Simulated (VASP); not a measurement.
A run of VASP 6.6.1 is set up as follows.

Contents of INCAR:

```
PREC     = Accurate       # precision mode
ENCUT    = 520            # plane-wave cutoff, eV
EDIFF    = 1E-7           # SCF threshold, eV
ISMEAR   = -1             # smearing method
SIGMA    = 0.05           # smearing width, eV
LREAL    = False          # projectors in reciprocal space
LASPH    = True           # aspherical terms in the spheres
NELM     = 100            # most SCF steps
ALGO     = Normal         # electronic algorithm
ISIF     = 2              # what is computed and relaxed
LWAVE    = False          # write WAVECAR
LCHARG   = False          # write CHGCAR
GGA      = PS             # functional
NBANDS   = 16             # bands
```

The input KPOINTS:

```
regular mesh
0
Gamma
  7 7 5
```

POSCAR

```
CdS
1.0
    4.3447431501      0.0000000000      0.0000000000
   -2.1723715751      3.7626579410      0.0000000000
    0.0000000000      0.0000000000      5.9180091532
Cd S
1 1
Direct
    0.0000000000      0.0000000000      0.4426919200
    0.6666666667      0.3333333333      0.4343080800
```

Potentials or basis: VASP PAW PBE potentials, release 64 (Cd, S).

Command:

```sh
$ cat potpaw_PBE.64/Cd/POTCAR potpaw_PBE.64/S/POTCAR > POTCAR
$ mpirun -np 1 vasp_std > vasp.out
```

Problem. What does it give for the pressure?

Solution. -2.6 GPa.

Problem. Estimate the band gap on the k mesh.

Solution. 1.25 eV, indirect (least direct gap 1.31 eV).

Problem. What does it give for the largest force?

Solution. 0.026 eV/Å.

Stress tensor (GPa, compression positive):
```
-3.88  0.00  0.00
 0.00 -3.88  0.00
 0.00  0.00 -0.01
```

Caveat: the PAW data sets were made with another functional, which shifts forces and pressure a little. A k mesh can miss the band edges.
